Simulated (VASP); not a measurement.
# Si (P6_3/mmc) in VASP: notebook

Si is run at these levels: PBE; tasks: single point.

All numbers are computed with VASP 6.6.1; they aren't measurements. Logs are shortened: lines on timing, memory, paths and dates and some standing lists are left out, and cuts for length are marked.

## 1. The cell of the first run

Symmetry: P6_3/mmc, No. 194, hexagonal system. Conventional cell: a = 3.851 Å, b = 3.851 Å, c = 6.365 Å, α = 90.00°, β = 90.00°, γ = 120.00°. Within 2.8 Å of Si (site symmetry 3m) lie 4 Si at 2.08 to 2.48 Å.

## 2. Single point, PBE (c/a of the conventional cell at fixed volume 1.6527)

File INCAR:

```
ALGO     = Normal         # electronic algorithm
EDIFF    = 1E-6           # SCF threshold, eV
ENCUT    = 520            # plane-wave cutoff, eV
GGA      = PE             # functional
ISIF     = 2              # what is computed and relaxed
ISMEAR   = 0              # smearing method
LASPH    = T              # aspherical terms in the spheres
LCHARG   = T              # write CHGCAR
LELF     = T              # ELF
LREAL    = F              # projectors in reciprocal space
LVHAR    = T            
LWAVE    = F              # write WAVECAR
NBANDS   = 16             # bands
NELM     = 100            # most SCF steps
PREC     = Accurate       # precision mode
SIGMA    = 0.05           # smearing width, eV
```

File KPOINTS:

```
k-points
0
Gamma
  12 12 6
```

File POSCAR:

```
Si
1.0
    3.8510822046      0.0000000000      0.0000000000
   -1.9255411023      3.3351350212      0.0000000000
    0.0000000000      0.0000000000      6.3646810974
Si
4
Direct
    0.3333333333      0.6666666667      0.0864996323
    0.6666666667      0.3333333333      0.5864996323
    0.3333333333      0.6666666667      0.4135003677
    0.6666666667      0.3333333333      0.9135003677
```

Potentials or basis: VASP PAW PBE potentials, release 64 (Si).

Started as:

```sh
$ cat potpaw_PBE.64/Si/POTCAR > POTCAR
$ mpirun -np 1 vasp_std > vasp.out
```

OUTCAR:

```text
EDIFF = 1E-6
   ENCUT = 520
   GGA = PE
   ISIF = 2
   ISMEAR = 0
   LASPH = T
   LREAL = F
   NELM = 100
   PREC = Accurate

 ion  position               nearest neighbor table
   1  0.333  0.667  0.086-   3 2.08   4 2.48   4 2.48   4 2.48
   2  0.667  0.333  0.586-   4 2.08   3 2.48   3 2.48   3 2.48
   3  0.333  0.667  0.414-   1 2.08   2 2.48   2 2.48   2 2.48
   4  0.667  0.333  0.914-   2 2.08   1 2.48   1 2.48   1 2.48

  LATTYP: Found a hexagonal cell.
 ALAT       =     3.8510822046
 C/A-ratio  =     1.6526993607

  Lattice vectors:

 A1 = (   3.8510822046,   0.0000000000,   0.0000000000)
 A2 = (  -1.9255411023,   3.3351350212,   0.0000000000)
 A3 = (   0.0000000000,   0.0000000000,   6.3646810974)

Analysis of symmetry for initial positions (statically):
=====================================================================
 Subroutine PRICEL returns:
 Original cell was already a primitive cell.

 Routine SETGRP: Setting up the symmetry group for a
 hexagonal supercell.

 Subroutine GETGRP returns: Found 24 space group operations
 (whereof 12 operations were pure point group operations)
 out of a pool of 24 trial point group operations.

The static configuration has the point symmetry D_3d.
 The point group associated with its full space group is D_6h.

Analysis of symmetry for dynamics (positions and initial velocities):
=====================================================================
 Subroutine PRICEL returns:
 Original cell was already a primitive cell.

 Routine SETGRP: Setting up the symmetry group for a
 hexagonal supercell.

 Subroutine GETGRP returns: Found 24 space group operations
 (whereof 12 operations were pure point group operations)
 out of a pool of 24 trial point group operations.

The dynamic configuration has the point symmetry D_3d.
 The point group associated with its full space group is D_6h.

 Subroutine INISYM returns: Found 24 space group operations
 (whereof 12 operations are pure point group operations),
 and found     1 'primitive' translations

----------------------------------------------------------------------------------------

                                     Primitive cell

  volume of cell :      81.7472

  direct lattice vectors                    reciprocal lattice vectors
     3.851082205  0.000000000  0.000000000     0.259667269  0.149918968  0.000000000
    -1.925541102  3.335135021  0.000000000     0.000000000  0.299837936  0.000000000
     0.000000000  0.000000000  6.364681097     0.000000000  0.000000000  0.157117063

  length of vectors
     3.851082205  3.851082205  6.364681097     0.299837936  0.299837936  0.157117063

  position of ions in fractional coordinates (direct lattice)
     0.333333333  0.666666667  0.086499632
     0.666666667  0.333333333  0.586499632
     0.333333333  0.666666667  0.413500368
     0.666666667  0.333333333  0.913500368

  ion indices of the primitive-cell ions
   primitive index   ion index
                 1           1
                 2           2
                 3           3
                 4           4

----------------------------------------------------------------------------------------

 KPOINTS: k-points

Automatic generation of k-mesh.
 Grid dimensions read from file:
 generate k-points for:   12   12    6

 Generating k-lattice:

  Cartesian coordinates                     Fractional coordinates (reciprocal lattice)
     0.021638939  0.012493247  0.000000000     0.083333333  0.000000000  0.000000000
     0.000000000  0.024986495  0.000000000     0.000000000  0.083333333  0.000000000
     0.000000000  0.000000000  0.026186177     0.000000000  0.000000000  0.166666667

  Length of vectors
     0.024986495  0.024986495  0.026186177

  Shift w.r.t. Gamma in fractional coordinates (k-lattice)
     0.000000000  0.000000000  0.000000000

 Subroutine IBZKPT returns following result:
 ===========================================

 Found     76 irreducible k-points:

 Following reciprocal coordinates:
            Coordinates               Weight
  0.000000  0.000000  0.000000      1.000000
  0.083333  0.000000  0.000000      6.000000
  0.166667  0.000000  0.000000      6.000000
  0.250000  0.000000  0.000000      6.000000
  0.333333  0.000000  0.000000      6.000000
  0.416667 -0.000000  0.000000      6.000000
[... 16 lines left out ...]
  0.250000  0.000000  0.166667     12.000000
  0.333333  0.000000  0.166667     12.000000
 [... further k-points ...]
   k-points           NKPTS =     76   k-points in BZ     NKDIM =     76   number of bands    NBANDS=     16
   number of dos      NEDOS =    301   number of ions     NIONS =      4
   total plane-waves  NPLWV =  43200
   dimension x,y,z NGX =    30 NGY =   30 NGZ =   48
   dimension x,y,z NGXF=    60 NGYF=   60 NGZF=   96
   ions per type =               4
   NGX,Y,Z   is equivalent  to a cutoff of  12.95, 12.95, 12.54 a.u.
   NGXF,Y,Z  is equivalent  to a cutoff of  25.90, 25.90, 25.08 a.u.
 SYSTEM =  unknown system
   PREC   = accura    normal or accurate (medium, high low for compatibility)
   ISTART =      0    job   : 0-new  1-cont  2-samecut
   ICHARG =      2    charge: 1-file 2-atom 10-const
   ISPIN  =      1    spin polarized calculation?
   LNONCOLLINEAR =      F non collinear calculations
   LSORBIT =      F    spin-orbit coupling
   LASPH  =      T    aspherical Exc in radial PAW
   ENCUT  =  520.0 eV  38.22 Ry    6.18 a.u.   7.16  7.16 11.83*2*pi/ulx,y,z
   NELM   =    100;   NELMIN=  2; NELMDL= -5     # of ELM steps
   EDIFF  = 0.1E-05   stopping-criterion for ELM
   LREAL  =      F    real-space projection
   EDIFFG = 0.1E-04   stopping-criterion for IOM
   NSW    =      0    number of steps for IOM
   IBRION =     -1    ionic relax: 0-MD 1-quasi-New 2-CG
   NFREE  =      0    steps in history (QN), initial steepest desc. (CG)
   ISIF   =      2    stress and relaxation
   ISYM   =      2    0-nonsym 1-usesym 2-fastsym
   POTIM  = 0.5000    time-step for ionic-motion
   TEBEG  =    0.0;   TEEND  =   0.0 temperature during run
   PSTRESS=    0.0 pullay stress
   NELECT =      16.0000    total number of electrons
   NUPDOWN=      -1.0000    fix difference up-down
   EMIN   =  10.00;   EMAX   =-10.00  energy-range for DOS
   EFERMI =   0.00;   METHOD = LEGACY
   ISMEAR =     0;   SIGMA  =   0.05  broadening in eV -4-tet -1-fermi 0-gaus
   EFERMI_NEDOS =   21; number of points for ismear=-14 and -15
   IALGO  =     38    algorithm
   IMIX   =      4    mixing-type and parameters
     AMIX     =   0.40;   BMIX     =  1.00
     AMIX_MAG =   1.60;   BMIX_MAG =  1.00
  volume/ion in A,a.u.               =      20.44       137.91
  Fermi-wavevector in a.u.,A,eV,Ry     =   0.950511  1.796206 12.292475  0.903471
  Thomas-Fermi vector in A             =   2.078895
   LORBIT       =      0    0 simple, 1 ext, 2 COOP (PROOUT), +10 PAW based schemes
   GGA     = PE    functional components
   LHFCALC =     F    Hartree Fock is set to
   AEXX    =    0.0000 exact exchange contribution
   IVDW    =     0    specifies the selected vdW correction
   LEPSILON=     F    determine dielectric tensor
   LRPA    =     F    only Hartree local field effects (RPA)
 non-spin polarized calculation
 Gauss-broadening in eV      SIGMA  =   0.05
  energy-cutoff  :      520.00
  volume of cell :       81.75
 maximum number of plane-waves:      2220
 NGX is ok and might be reduce to    30
   NGX = 15   NGY = 15   NGZ = 23

 number of electron      16.0000001 magnetization

 Free energy of the ion-electron system (eV)
  ---------------------------------------------------
  ext. energy  EPLUGINS =         0.00000000
  ---------------------------------------------------
  free energy    TOTEN  =       -20.17458675 eV

  energy without entropy =      -20.17387354  energy(sigma->0) =      -20.17423015

 E-fermi :   6.1549     XC(G=0):  -9.3541

 val. band max:        6.1004464191   @ k =   0.4167  -0.0000   0.3333
 cond. band min:       6.1687279814   @ k =   0.2500   0.2500   0.0000
 fundamental gap:      0.0682815623
 Fermi energy:         6.1549125687

 k-point     1 :       0.0000    0.0000    0.0000
  band No.  band energies     occupation
      1      -6.3259      2.00000
      2      -3.3718      2.00000
      3      -2.6434      2.00000
      4       4.0551      2.00000
      5       4.5630      2.00000
      6       4.5630      2.00000
[... 8 lines left out ...]
     15      10.6254      0.00000
     16      11.4209      0.00000

 k-point     2 :       0.0833    0.0000    0.0000
  band No.  band energies     occupation
      1      -6.2505      2.00000
      2      -3.2902      2.00000
      3      -2.6109      2.00000
      4       3.8979      2.00000
      5       4.0076      2.00000
      6       4.3949      2.00000
[... 8 lines left out ...]
     15      10.9355      0.00000
     16      10.9842      0.00000

 k-point     3 :       0.1667    0.0000    0.0000
  band No.  band energies     occupation
      1      -6.0271      2.00000
      2      -3.0471      2.00000
      3      -2.5316      2.00000
      4       2.8084      2.00000
      5       3.7142      2.00000
      6       4.0251      2.00000
[... 8 lines left out ...]
     15      11.6247      0.00000
     16      11.7372      0.00000

 k-point     4 :       0.2500    0.0000    0.0000
  band No.  band energies     occupation
      1      -5.6658      2.00000
      2      -2.6486      2.00000
      3      -2.4704      2.00000
      4       1.7647      2.00000
      5       3.2861      2.00000
      6       3.3515      2.00000
[... 8 lines left out ...]
     15      11.7289      0.00000
     16      12.3108      0.00000
[... 324 lines left out ...]
 k-point    22 :       0.1667    0.0000    0.1667
  band No.  band energies     occupation
      1      -5.9348      2.00000
      2      -3.7823      2.00000
      3      -1.6597      2.00000
      4       2.8730      2.00000
      5       3.1380      2.00000
      6       4.1065      2.00000
[... 8 lines left out ...]
     15      11.3362      0.00000
     16      11.3785      0.00000

 k-point    23 :       0.2500    0.0000    0.1667
  band No.  band energies     occupation
      1      -5.5752      2.00000
      2      -3.4715      2.00000
      3      -1.5489      2.00000
      4       1.8883      2.00000
      5       2.4442      2.00000
      6       3.7201      2.00000
[... 8 lines left out ...]
     15      11.8409      0.00000
     16      12.2570      0.00000

 k-point    24 :       0.3333    0.0000    0.1667
  band No.  band energies     occupation
      1      -5.1040      2.00000
      2      -3.1512      2.00000
      3      -1.5037      2.00000
      4       1.2136      2.00000
      5       1.5356      2.00000
      6       3.3223      2.00000
[... 8 lines left out ...]
     15      13.1494      0.00000
     16      13.1557      0.00000

 [... further k-points ...]
[... 5 lines left out ...]
  --------------------------------------------------------------------------------------
  -------------------------------------------------------------------------------------
  Total       -2.7809329     -2.7809329     11.1612395      0.0000000     -0.0000000      0.0000000
  in kB      -54.5039823    -54.5039823    218.7510531      0.0000000     -0.0000000      0.0000000
  external PRESSURE =      36.5810295 kB  Pullay stress =       0.0000000 kB

 VOLUME and BASIS-vectors are now :
 -----------------------------------------------------------------------------
  energy-cutoff  :      520.00
  volume of cell :       81.75
      direct lattice vectors                 reciprocal lattice vectors
     3.851082205  0.000000000  0.000000000     0.259667269  0.149918968  0.000000000
    -1.925541102  3.335135021  0.000000000     0.000000000  0.299837936  0.000000000
     0.000000000  0.000000000  6.364681097     0.000000000  0.000000000  0.157117063

 POSITION                                       TOTAL-FORCE (eV/Angst)
 -----------------------------------------------------------------------------------
     -0.00000      2.22342      0.55054         0.000000      0.000000     -5.472548
      1.92554      1.11171      3.73288        -0.000000      0.000000     -5.472548
     -0.00000      2.22342      2.63180        -0.000000      0.000000      5.472548
      1.92554      1.11171      5.81414        -0.000000     -0.000000      5.472548
 -----------------------------------------------------------------------------------
    total drift:                               -0.000000      0.000000      0.000000

  FREE ENERGIE OF THE ION-ELECTRON SYSTEM (eV)
  ---------------------------------------------------
  free  energy   TOTEN  =       -20.1745867530 eV

  energy  without entropy=      -20.1738735411  energy(sigma->0) =      -20.17423015
```

It took 34 s on 1 thread of Intel Xeon 6975P-C (Granite Rapids), shared host; peak memory 0.22 GiB.

Results:

```
Free energy            : -20.1746 eV
Pressure               : 3.7 GPa
Largest force          : 5.473 eV/Å
Band gap on the k mesh : zero (band 8 reaches 6.74 eV, above the bottom of band 9 at 5.69 eV)
```

Forces on the atoms (eV/Å):
```
Si   0.000  0.000 -5.473
Si   0.000  0.000 -5.473
Si   0.000  0.000  5.473
Si   0.000  0.000  5.473
```

Stress tensor (GPa, compression positive):
```
-5.45  0.00  0.00
 0.00 -5.45  0.00
 0.00  0.00 21.88
```

Caveat: forces of over 1 eV/Å act on the atoms, so gaps and moduli don't describe the material at rest.

## 3. Single point, PBE (c/a of the conventional cell at fixed volume 1.4808)

File INCAR:

```
SYSTEM = Si
PREC = Accurate ; ENCUT = 520
EDIFF = 1E-6 ; ISMEAR = 0
SIGMA = 0.05 ; LREAL = .False.
LASPH = .True. ; NELM = 80
ALGO = Normal ; ISIF = 2
LWAVE = .False. ; LCHARG = .False.
GGA = PE ; NBANDS = 16
```

File KPOINTS:

```
regular mesh
0
Gamma
  12 12 6
  0 0 0
```

File POSCAR:

```
Si
1.0
    3.9946794941      0.0000000000      0.0000000000
   -1.9973397471      3.4594939219      0.0000000000
    0.0000000000      0.0000000000      5.9153213949
Si
4
Direct
    0.3333333333      0.6666666667      0.0676455848
    0.6666666667      0.3333333333      0.5676455848
    0.3333333333      0.6666666667      0.4323544152
    0.6666666667      0.3333333333      0.9323544152
```

Potentials or basis: VASP PAW PBE potentials, release 64 (Si).

Started as:

```sh
$ cat potpaw_PBE.64/Si/POTCAR > POTCAR
$ mpirun -np 1 vasp_std > vasp.out
```

It took 36 s on 1 thread of Intel Xeon 6975P-C (Granite Rapids), shared host; peak memory 0.22 GiB.

Results (log left out):

| Item | Value |
| --- | --- |
| Free energy | -20.9324 eV |
| Pressure | 3.0 GPa |
| Largest force | 2.688 eV/Å |
| Band gap on the k mesh | zero (band 8 reaches 6.11 eV, above the bottom of band 9 at 5.92 eV) |

Forces on the atoms (eV/Å):
```
Si   0.000  0.000 -2.688
Si   0.000  0.000 -2.688
Si   0.000  0.000  2.688
Si   0.000  0.000  2.688
```

Stress tensor (GPa, compression positive):
```
-8.16  0.00  0.00
 0.00 -8.16  0.00
 0.00  0.00 25.34
```

Levels at points of the mesh, in eV from the Fermi level:
```csv
k point,band 4,band 5,band 6,band 7,band 8,band 9,band 10,band 11,band 12,band 13
"(0.00, 0.00, 0.00)",-2.13,-2.13,-0.72,-0.14,0.14,0.14,1.21,1.21,2.71,4.29
"(0.50, 0.00, 0.00)",-5.40,-4.98,-3.47,-3.36,-1.11,-0.04,2.28,2.48,2.89,6.24
"(0.00, 0.00, 0.50)",-4.06,-1.35,-1.35,-1.35,-1.35,1.03,1.03,2.59,2.59,2.59
"(0.50, 0.00, 0.50)",-7.19,-2.64,-2.64,-2.28,-2.28,0.78,0.78,2.22,2.22,5.46
```

Caveat: forces of over 1 eV/Å act on the atoms, so gaps and moduli don't describe the material at rest.
